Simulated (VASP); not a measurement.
Wanted: the native input for a VASP 6.6.1 run.

```
Task                   : single point
Functional             : r2SCAN
Potentials or basis    : VASP PAW PBE potentials, release 64 (Be, Te)
Cutoff                 : 520 eV
k mesh                 : 8 × 8 × 8
Occupations            : gaussian, width 0.01 eV
Spin                   : no spin polarisation
Dipole correction      : no
Further INCAR settings : ALGO = Normal; EDIFF = 1e-06; NBANDS = 11
```

The system is BeTe.

```
CELL_PARAMETERS angstrom
0.00000 2.82862 2.82862
2.82862 0.00000 2.82862
2.82862 2.82862 0.00000
ATOMIC_POSITIONS crystal
Be 0.00000 0.00000 0.00000
Te 0.25000 0.25000 0.25000
```

One way to write it, as run:

POSCAR

```
BeTe
1.0
    0.0000000000      2.8286228811      2.8286228811
    2.8286228811      0.0000000000      2.8286228811
    2.8286228811      2.8286228811      0.0000000000
Be Te
1 1
Direct
    0.0000000000      0.0000000000      0.0000000000
    0.2500000000      0.2500000000      0.2500000000
```

INCAR.step1

```
PREC     = Accurate       # precision mode
ENCUT    = 520            # plane-wave cutoff, eV
ISMEAR   = 0              # smearing method
SIGMA    = 0.01           # smearing width, eV
LREAL    = F              # projectors in reciprocal space
LASPH    = T              # aspherical terms in the spheres
NELM     = 100            # most SCF steps
NBANDS   = 11             # bands
GGA      = PE             # functional
ALGO     = Normal         # electronic algorithm
EDIFF    = 1E-4           # SCF threshold, eV
LWAVE    = T              # write WAVECAR
LCHARG   = F              # write CHGCAR
```

INCAR.step2

```
PREC     = Accurate       # precision mode
ENCUT    = 520            # plane-wave cutoff, eV
EDIFF    = 1E-6           # SCF threshold, eV
ISMEAR   = 0              # smearing method
SIGMA    = 0.01           # smearing width, eV
LREAL    = F              # projectors in reciprocal space
LASPH    = T              # aspherical terms in the spheres
NELM     = 100            # most SCF steps
ALGO     = Normal         # electronic algorithm
ISIF     = 2              # what is computed and relaxed
LWAVE    = F              # write WAVECAR
LCHARG   = F              # write CHGCAR
METAGGA  = R2SCAN         # meta-GGA
LMIXTAU  = T            
NBANDS   = 11             # bands
ISTART   = 1
```

KPOINTS

```
Automatic mesh
0
Gamma
  8 8 8
```

Potentials or basis: VASP PAW PBE potentials, release 64 (Be, Te).

Run with:

```console
$ cat potpaw_PBE.64/Be/POTCAR potpaw_PBE.64/Te/POTCAR > POTCAR
$ cp INCAR.step1 INCAR
$ mpirun -np 1 vasp_std > vasp.out
$ cp INCAR.step2 INCAR
$ mpirun -np 1 vasp_std > vasp.out
```

It gave:

- Pressure: 0.2 GPa
- Band gap on the k mesh: 2.37 eV, indirect (least direct gap 4.03 eV)

Caveat: the PAW data sets were made with another functional, which shifts forces and pressure a little; spin-orbit coupling is left out, which moves the levels of the heavy elements.

Run time: 40 s on 1 thread of Intel(R) Xeon(R) Platinum 8488C (Sapphire Rapids) (shared host), peak memory 0.17 GiB.
